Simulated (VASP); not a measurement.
**Zr: relaxation of cell and atoms with PBE+D3(BJ)**

Zr:

```xyz
2
Lattice="3.2392 0.0000 0.0000 -1.6196 2.8053 0.0000 0.0000 0.0000 5.1722" Properties=species:S:1:pos:R:3 pbc="T T T"
Zr    0.0000    1.8702    1.2931
Zr    1.6196    0.9351    3.8792
```

```json
{
 "Program": "VASP 6.6.1",
 "Task": "relaxation of cell and atoms",
 "Functional": "PBE",
 "Dispersion": "D3(BJ)",
 "Potentials or basis": "VASP PAW PBE potentials, release 64 (Zr_sv)",
 "Cutoff": "600 eV",
 "k mesh": "15 × 15 × 8",
 "Occupations": "gaussian, width 0.1 eV",
 "Spin": "no spin polarisation",
 "Dipole correction": "no",
 "Further INCAR settings": "ALGO = Fast; EDIFF = 1e-06; IBRION = 2; EDIFFG = -0.005; NSW = 100; ISIF = 3"
}
```

- Relaxed volume: 22.45 Å³/atom
- Relaxed cell: a = 3.184 Å, b = 3.184 Å, c = 5.115 Å, α = 90.00°, β = 90.00°, γ = 120.00°
- Space group after relaxing (to 0.1 Å): P6_3/mmc (No. 194)
- Energy gained by relaxing: 14.0 meV/atom
- Ionic steps: 12
- Pressure after relaxing: 0.0 GPa
- Band gap on the k mesh: zero (bands 12 and 13 overlap by 1.30 eV)
- Dispersion energy per atom: -0.549 eV

The path:
```csv
step,energy change (eV),largest force (eV/Å),pressure (GPa),volume (Å³)
1,0.0000,0.0000,-4.15,47.00
2,-0.0001,0.0000,4.71,42.98
3,-0.0278,0.0000,0.01,44.94
4,-0.0278,0.0000,-0.12,44.98
5,-0.0280,0.0000,-0.11,44.97
6,-0.0281,0.0000,-0.12,44.96
7,-0.0280,0.0000,-0.11,44.95
8,-0.0281,0.0000,-0.10,44.96
9,-0.0281,0.0000,0.13,44.86
10,-0.0281,0.0000,-0.04,44.90
11,-0.0281,0.0000,0.03,44.89
12,-0.0281,0.0000,0.02,44.90
```

Final structure:
```
Zr
1.0
     3.18367    0.00000    0.00000
    -1.59183    2.75714    0.00000
     0.00000    0.00000    5.11483
Zr
2
Cartesian
  0.0000 1.8381 1.2787
  1.5918 0.9190 3.8361
```

Levels at points of the mesh, in eV from the Fermi level:
| k point | band 8 | band 9 | band 10 | band 11 | band 12 | band 13 | band 14 | band 15 | band 16 |
| --- | --- | --- | --- | --- | --- | --- | --- | --- | --- |
| (0.00, 0.00, 0.00) | -26.24 | -5.74 | -3.15 | 0.86 | 0.86 | 0.93 | 1.22 | 1.57 | 1.57 |
| (0.00, 0.00, 0.50) | -26.32 | -4.01 | -4.01 | -0.02 | -0.02 | 0.78 | 0.78 | 0.78 | 0.78 |

Wall time 31 min on 1 thread of Intel Xeon 8259CL (shared host), peak memory 0.28 GiB.
